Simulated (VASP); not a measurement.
MgO:

```
CELL_PARAMETERS angstrom
2.93802 0.00000 0.00000
-1.46901 2.54440 0.00000
0.00000 0.00000 2.67968
ATOMIC_POSITIONS crystal
Mg 0.00000 0.00000 0.00000
O 0.33333 0.66667 0.50000
```

| Item | Value |
| --- | --- |
| Program | VASP 6.6.1 |
| Task | relaxation of cell and atoms |
| Functional | r2SCAN |
| Potentials or basis | VASP PAW PBE potentials, release 64 (Mg, O) |
| Cutoff | 660 eV |
| k mesh | 10 × 10 × 10 |
| Occupations | fermi-dirac, width 0.05 eV |
| Spin | no spin polarisation |

At the start: pressure -6.5 GPa; volume 10.02 Å³/atom.

How do energy, volume and symmetry change on relaxing?

Over 5 steps the energy falls by 9.2 meV/atom and the volume is 9.58 Å³/atom (-4.4 %); space group P-6m2 (No. 187, to 0.1 Å) before and after.

Step by step:
| step | energy change (eV) | largest force (eV/Å) | pressure (GPa) | volume (Å³) |
| --- | --- | --- | --- | --- |
| 1 | 0.0000 | 0.0000 | -6.48 | 20.03 |
| 2 | -0.0158 | 0.0000 | 2.49 | 18.88 |
| 3 | -0.0182 | 0.0000 | -0.06 | 19.17 |
| 4 | -0.0183 | 0.0000 | 0.06 | 19.14 |
| 5 | -0.0184 | 0.0000 | 0.02 | 19.15 |

Final structure:
```xyz
2
Lattice="2.8935 0.0000 0.0000 -1.4467 2.5058 0.0000 0.0000 0.0000 2.6416" Properties=species:S:1:pos:R:3 pbc="T T T"
Mg    0.0000    0.0000    2.6416
O     0.0000    1.6706    1.3208
```

Caveat: the PAW data sets were made with another functional, which shifts forces and pressure a little.
